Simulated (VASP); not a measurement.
# SnTe (P6/mmm) in VASP: notebook

SnTe is run at these levels: PBE; tasks: single point, relaxation of cell and atoms.

All numbers are computed with VASP 6.6.1; they aren't measurements. Logs are shortened: lines on timing, memory, paths and dates and some standing lists are left out, and cuts for length are marked.

**1. The cell of the first run**

The structure is hexagonal, space group P6/mmm (No. 191). Conventional cell: a = 3.229 Å, b = 3.229 Å, c = 6.883 Å, α = 90.00°, β = 90.00°, γ = 120.00°. Within 4.2 Å of Sn (site symmetry 6/mmm) lie 6 Sn at 3.23 Å and 2 Te at 3.44 Å. Within 4.2 Å of Te (site symmetry 6/mmm) lie 6 Te at 3.23 Å and 2 Sn at 3.44 Å.

The cell was generated, and may not be a known phase.

**2. Single point, PBE**

The input, INCAR:

```
SYSTEM = SnTe
PREC     = Accurate       ! precision mode
ENCUT    = 520            ! plane-wave cutoff, eV
EDIFF    = 1E-6           ! SCF threshold, eV
ISMEAR   = 0              ! smearing method
SIGMA    = 0.1            ! smearing width, eV
LREAL    = .False.        ! projectors in reciprocal space
LASPH    = .True.         ! aspherical terms in the spheres
NELM     = 60             ! most SCF steps
ALGO     = Normal         ! electronic algorithm
ISIF     = 2              ! what is computed and relaxed
LWAVE    = .False.        ! write WAVECAR
LCHARG   = .True.         ! write CHGCAR
GGA      = PE             ! functional
LELF     = .True.         ! ELF
LVHAR    = .True.       
NBANDS   = 17             ! bands
```

The input, KPOINTS:

```
regular mesh
0
Gamma
  6 6 2
  0 0 0
```

The input, POSCAR:

```
SnTe
1.0
    3.2287865094      0.0000000000      0.0000000000
   -1.6143932547      2.7962111405      0.0000000000
    0.0000000000      0.0000000000      6.8828063315
Sn Te
1 1
Direct
    0.0000000000      0.0000000000      0.5000000000
    0.0000000000      0.0000000000      0.0000000000
```

Potentials or basis: VASP PAW PBE potentials, release 64 (Sn_d, Te).

Run with:

```
$ cat potpaw_PBE.64/Sn_d/POTCAR potpaw_PBE.64/Te/POTCAR > POTCAR
$ mpirun -np 1 vasp_std > vasp.out
```

OUTCAR:

```text
SYSTEM = SnTe
   PREC = Accurate
   ENCUT = 520
   EDIFF = 1E-6
   ISMEAR = 0
   LREAL = .False.
   LASPH = .True.
   NELM = 60
   ISIF = 2
   GGA = PE

 ion  position               nearest neighbor table
   1  0.000  0.000  0.500-   2 3.44   2 3.44
   2  0.000  0.000  0.000-   1 3.44   1 3.44

  LATTYP: Found a hexagonal cell.
 ALAT       =     3.2287865094
 C/A-ratio  =     2.1317006595

  Lattice vectors:

 A1 = (   3.2287865094,   0.0000000000,   0.0000000000)
 A2 = (  -1.6143932547,   2.7962111405,   0.0000000000)
 A3 = (   0.0000000000,   0.0000000000,   6.8828063315)

Analysis of symmetry for initial positions (statically):
=====================================================================
 Subroutine PRICEL returns:
 Original cell was already a primitive cell.

 Routine SETGRP: Setting up the symmetry group for a
 hexagonal supercell.

 Subroutine GETGRP returns: Found 24 space group operations
 (whereof 24 operations were pure point group operations)
 out of a pool of 24 trial point group operations.

The static configuration has the point symmetry D_6h.

Analysis of symmetry for dynamics (positions and initial velocities):
=====================================================================
 Subroutine PRICEL returns:
 Original cell was already a primitive cell.

 Routine SETGRP: Setting up the symmetry group for a
 hexagonal supercell.

 Subroutine GETGRP returns: Found 24 space group operations
 (whereof 24 operations were pure point group operations)
 out of a pool of 24 trial point group operations.

The dynamic configuration has the point symmetry D_6h.

 Subroutine INISYM returns: Found 24 space group operations
 (whereof 24 operations are pure point group operations),
 and found     1 'primitive' translations

----------------------------------------------------------------------------------------

                                     Primitive cell

  volume of cell :      62.1405

  direct lattice vectors                    reciprocal lattice vectors
     3.228786509  0.000000000  0.000000000     0.309713881  0.178813392  0.000000000
    -1.614393255  2.796211141  0.000000000     0.000000000  0.357626785  0.000000000
     0.000000000  0.000000000  6.882806332     0.000000000  0.000000000  0.145289574

  length of vectors
     3.228786509  3.228786509  6.882806332     0.357626785  0.357626785  0.145289574

  position of ions in fractional coordinates (direct lattice)
     0.000000000  0.000000000  0.500000000
     0.000000000  0.000000000  0.000000000

  ion indices of the primitive-cell ions
   primitive index   ion index
                 1           1
                 2           2

----------------------------------------------------------------------------------------

 KPOINTS: regular mesh

Automatic generation of k-mesh.
 Grid dimensions read from file:
 generate k-points for:    6    6    2

 Generating k-lattice:

  Cartesian coordinates                     Fractional coordinates (reciprocal lattice)
     0.051618980  0.029802232  0.000000000     0.166666667 -0.000000000  0.000000000
     0.000000000  0.059604464  0.000000000     0.000000000  0.166666667  0.000000000
     0.000000000  0.000000000  0.072644787     0.000000000  0.000000000  0.500000000

  Length of vectors
     0.059604464  0.059604464  0.072644787

  Shift w.r.t. Gamma in fractional coordinates (k-lattice)
     0.000000000  0.000000000  0.000000000

 Subroutine IBZKPT returns following result:
 ===========================================

 Found     14 irreducible k-points:

 Following reciprocal coordinates:
            Coordinates               Weight
  0.000000  0.000000  0.000000      1.000000
  0.166667  0.000000  0.000000      6.000000
  0.333333 -0.000000  0.000000      6.000000
  0.500000 -0.000000  0.000000      3.000000
  0.166667  0.166667  0.000000      6.000000
  0.333333  0.166667  0.000000     12.000000
  0.333333  0.333333  0.000000      2.000000
  0.000000  0.000000  0.500000      1.000000
  0.166667  0.000000  0.500000      6.000000
  0.333333 -0.000000  0.500000      6.000000
  0.500000 -0.000000  0.500000      3.000000
  0.166667  0.166667  0.500000      6.000000
  0.333333  0.166667  0.500000     12.000000
  0.333333  0.333333  0.500000      2.000000
   k-points           NKPTS =     14   k-points in BZ     NKDIM =     14   number of bands    NBANDS=     17
   number of dos      NEDOS =    301   number of ions     NIONS =      2
   total plane-waves  NPLWV =  31104
   dimension x,y,z NGX =    24 NGY =   24 NGZ =   54
   dimension x,y,z NGXF=    48 NGYF=   48 NGZF=  108
   ions per type =               1   1
   NGX,Y,Z   is equivalent  to a cutoff of  12.36, 12.36, 13.04 a.u.
   NGXF,Y,Z  is equivalent  to a cutoff of  24.71, 24.71, 26.09 a.u.
 SYSTEM =  SnTe
   PREC   = accura    normal or accurate (medium, high low for compatibility)
   ISTART =      0    job   : 0-new  1-cont  2-samecut
   ICHARG =      2    charge: 1-file 2-atom 10-const
   ISPIN  =      1    spin polarized calculation?
   LNONCOLLINEAR =      F non collinear calculations
   LSORBIT =      F    spin-orbit coupling
   LASPH  =      T    aspherical Exc in radial PAW
   ENCUT  =  520.0 eV  38.22 Ry    6.18 a.u.   6.00  6.00 12.80*2*pi/ulx,y,z
   NELM   =     60;   NELMIN=  2; NELMDL= -5     # of ELM steps
   EDIFF  = 0.1E-05   stopping-criterion for ELM
   LREAL  =      F    real-space projection
   EDIFFG = 0.1E-04   stopping-criterion for IOM
   NSW    =      0    number of steps for IOM
   IBRION =     -1    ionic relax: 0-MD 1-quasi-New 2-CG
   NFREE  =      0    steps in history (QN), initial steepest desc. (CG)
   ISIF   =      2    stress and relaxation
   ISYM   =      2    0-nonsym 1-usesym 2-fastsym
   POTIM  = 0.5000    time-step for ionic-motion
   TEBEG  =    0.0;   TEEND  =   0.0 temperature during run
   PSTRESS=    0.0 pullay stress
   NELECT =      20.0000    total number of electrons
   NUPDOWN=      -1.0000    fix difference up-down
   EMIN   =  10.00;   EMAX   =-10.00  energy-range for DOS
   EFERMI =   0.00;   METHOD = LEGACY
   ISMEAR =     0;   SIGMA  =   0.10  broadening in eV -4-tet -1-fermi 0-gaus
   EFERMI_NEDOS =   21; number of points for ismear=-14 and -15
   IALGO  =     38    algorithm
   IMIX   =      4    mixing-type and parameters
     AMIX     =   0.40;   BMIX     =  1.00
     AMIX_MAG =   1.60;   BMIX_MAG =  1.00
  volume/ion in A,a.u.               =      31.07       209.67
  Fermi-wavevector in a.u.,A,eV,Ry     =   1.121915  2.120112 17.125556  1.258693
  Thomas-Fermi vector in A             =   2.258571
   LORBIT       =      0    0 simple, 1 ext, 2 COOP (PROOUT), +10 PAW based schemes
   GGA     = PE    functional components
   LHFCALC =     F    Hartree Fock is set to
   AEXX    =    0.0000 exact exchange contribution
   IVDW    =     0    specifies the selected vdW correction
   LEPSILON=     F    determine dielectric tensor
   LRPA    =     F    only Hartree local field effects (RPA)
 non-spin polarized calculation
 Gauss-broadening in eV      SIGMA  =   0.10
  energy-cutoff  :      520.00
  volume of cell :       62.14
 maximum number of plane-waves:      1722
   NGX = 13   NGY = 13   NGZ = 25

 number of electron      19.9999999 magnetization

 Free energy of the ion-electron system (eV)
  ---------------------------------------------------
  ext. energy  EPLUGINS =         0.00000000
  ---------------------------------------------------
  free energy    TOTEN  =        -6.77753285 eV

  energy without entropy =       -6.76924621  energy(sigma->0) =       -6.77338953

 E-fermi :   6.7373     XC(G=0):  -9.6058

 val. band max:        6.6120505701   @ k =   0.3333  -0.0000   0.5000
 cond. band min:       6.7519223737   @ k =   0.3333   0.3333   0.5000
 fundamental gap:      0.1398718036
 Fermi energy:         6.7372893401

 k-point     1 :       0.0000    0.0000    0.0000
  band No.  band energies     occupation
      1     -14.7224      2.00000
      2     -14.6369      2.00000
      3     -14.6369      2.00000
      4     -14.5596      2.00000
      5     -14.5596      2.00000
      6      -6.7836      2.00000
[... 9 lines left out ...]
     16      17.0038      0.00000
     17      17.0038      0.00000

 k-point     2 :       0.1667    0.0000    0.0000
  band No.  band energies     occupation
      1     -14.7002      2.00000
      2     -14.6362      2.00000
      3     -14.5867      2.00000
      4     -14.5853      2.00000
      5     -14.5655      2.00000
      6      -6.2946      2.00000
[... 9 lines left out ...]
     16      15.6688      0.00000
     17      17.2529      0.00000

 k-point     3 :       0.3333   -0.0000    0.0000
  band No.  band energies     occupation
      1     -14.7149      2.00000
      2     -14.6361      2.00000
      3     -14.5776      2.00000
      4     -14.5774      2.00000
      5     -14.4846      2.00000
      6      -4.9364      2.00000
[... 9 lines left out ...]
     16      14.0286      0.00000
     17      16.1371      0.00000

 k-point     4 :       0.5000   -0.0000    0.0000
  band No.  band energies     occupation
      1     -14.7312      2.00000
      2     -14.6612      2.00000
      3     -14.5834      2.00000
      4     -14.5403      2.00000
      5     -14.4327      2.00000
      6      -3.7400      2.00000
[... 9 lines left out ...]
     16      15.6319      0.00000
     17      16.4616      0.00000
[... 143 lines left out ...]
      1     -14.6595      2.00000
      2     -14.6438      2.00000
      3     -14.6187      2.00000
      4     -14.5793      2.00000
      5     -14.5106      2.00000
      6      -5.3295      2.00000
[... 9 lines left out ...]
     16      16.0694      0.00000
     17      17.1645      0.00000

 k-point    13 :       0.3333    0.1667    0.5000
  band No.  band energies     occupation
      1     -14.6713      2.00000
      2     -14.6481      2.00000
      3     -14.5966      2.00000
      4     -14.5672      2.00000
      5     -14.4677      2.00000
      6      -3.8549      2.00000
[... 9 lines left out ...]
     16      15.4592      0.00000
     17      15.4634      0.00000

 k-point    14 :       0.3333    0.3333    0.5000
  band No.  band energies     occupation
      1     -14.6301      2.00000
      2     -14.6301      2.00000
      3     -14.5835      2.00000
      4     -14.5445      2.00000
      5     -14.5445      2.00000
      6      -3.1655      2.00000
[... 9 lines left out ...]
     16      13.4706      0.00000
     17      13.4706      0.00000

------------------------ aborting loop because EDIFF is reached ----------------------------------------

  FORCE on cell =-STRESS in cart. coord.  units (eV):
  Direction    XX          YY          ZZ          XY          YZ          ZX
  --------------------------------------------------------------------------------------
  -------------------------------------------------------------------------------------
  Total       -0.0466027     -0.0466027     -0.0565846      0.0000000      0.0000000     -0.0000000
  in kB       -1.2015632     -1.2015632     -1.4589282      0.0000000      0.0000000     -0.0000000
  external PRESSURE =      -1.2873515 kB  Pullay stress =       0.0000000 kB

 VOLUME and BASIS-vectors are now :
 -----------------------------------------------------------------------------
  energy-cutoff  :      520.00
  volume of cell :       62.14
      direct lattice vectors                 reciprocal lattice vectors
     3.228786509  0.000000000  0.000000000     0.309713881  0.178813392  0.000000000
    -1.614393255  2.796211141  0.000000000     0.000000000  0.357626785  0.000000000
     0.000000000  0.000000000  6.882806332     0.000000000  0.000000000  0.145289574

 POSITION                                       TOTAL-FORCE (eV/Angst)
 -----------------------------------------------------------------------------------
      0.00000      0.00000      3.44140        -0.000000      0.000000      0.000000
      0.00000      0.00000      0.00000         0.000000      0.000000      0.000000
 -----------------------------------------------------------------------------------
    total drift:                                0.000000      0.000000      0.000000

  FREE ENERGIE OF THE ION-ELECTRON SYSTEM (eV)
  ---------------------------------------------------
  free  energy   TOTEN  =        -6.7775328493 eV

  energy  without entropy=       -6.7692462130  energy(sigma->0) =       -6.77338953
```

It took 16 s on 1 thread of Intel Xeon Platinum 8488C (Sapphire Rapids), shared host; peak memory 0.18 GiB.

What came out:

```
Free energy            : -6.7775 eV
Pressure               : -0.1 GPa
Band gap on the k mesh : zero (bands 10 and 11 overlap by 5.02 eV)
```

Caveat: the k points lie up to 0.46 Å⁻¹ apart, too coarse for converged energies and pressures of a metal; spin-orbit coupling is left out, which moves the levels of the heavy elements.

**3. Single point, PBE**

This run uses another cell than the first one, of 30.35 Å³/atom.

The input, INCAR:

```
ALGO     = Normal         # electronic algorithm
EDIFF    = 1E-7           # SCF threshold, eV
ENCUT    = 520            # plane-wave cutoff, eV
GGA      = PE             # functional
ISIF     = 2              # what is computed and relaxed
ISMEAR   = 0              # smearing method
LASPH    = T              # aspherical terms in the spheres
LCHARG   = T              # write CHGCAR
LELF     = T              # ELF
LREAL    = F              # projectors in reciprocal space
LVHAR    = T            
LWAVE    = F              # write WAVECAR
NBANDS   = 17             # bands
NELM     = 100            # most SCF steps
PREC     = Accurate       # precision mode
SIGMA    = 0.1            # smearing width, eV
```

The input, KPOINTS:

```
k-points
0
Gamma
  6 6 4
```

The input, POSCAR:

```
SnTe
1.0
    3.2864616958      0.0000000000      0.0000000000
   -1.6432308479      2.8461593171      0.0000000000
    0.0000000000      0.0000000000      6.4883708048
Sn Te
1 1
Direct
    0.0000000000      0.0000000000      0.5000000000
    0.0000000000      0.0000000000      0.0000000000
```

Potentials or basis: VASP PAW PBE potentials, release 64 (Sn_d, Te).

Run with:

```
$ cat potpaw_PBE.64/Sn_d/POTCAR potpaw_PBE.64/Te/POTCAR > POTCAR
$ mpirun -np 1 vasp_std > vasp.out
```

It took 18 s on 1 thread of Intel Xeon Platinum 8488C (Sapphire Rapids), shared host; peak memory 0.18 GiB.

It converged, with:

```yaml
Free_energy: -6.8792 eV
Pressure: 0.0 GPa
Band_gap_on_the_k_mesh: zero (bands 10 and 11 overlap by 4.61 eV)
```

Levels at points of the mesh, in eV from the Fermi level:
| k point | band 8 | band 9 | band 10 | band 11 | band 12 | band 13 |
| --- | --- | --- | --- | --- | --- | --- |
| (0.00, 0.00, 0.00) | -5.42 | 2.40 | 2.98 | 2.98 | 6.45 | 8.11 |
| (0.50, 0.00, 0.00) | -5.13 | -2.87 | -2.80 | 0.47 | 2.63 | 4.60 |
| (0.00, 0.00, 0.50) | -2.96 | -1.48 | 3.04 | 3.04 | 7.77 | 7.77 |
| (0.50, 0.00, 0.50) | -5.63 | -3.32 | -0.30 | 0.55 | 1.74 | 4.27 |

Caveat: the k points lie up to 0.37 Å⁻¹ apart, too coarse for converged energies and pressures of a metal; spin-orbit coupling is left out, which moves the levels of the heavy elements.

(Continued in part 2 of 2.)

The gap in the log of VASP goes by the Fermi energy; the results here count the filled bands.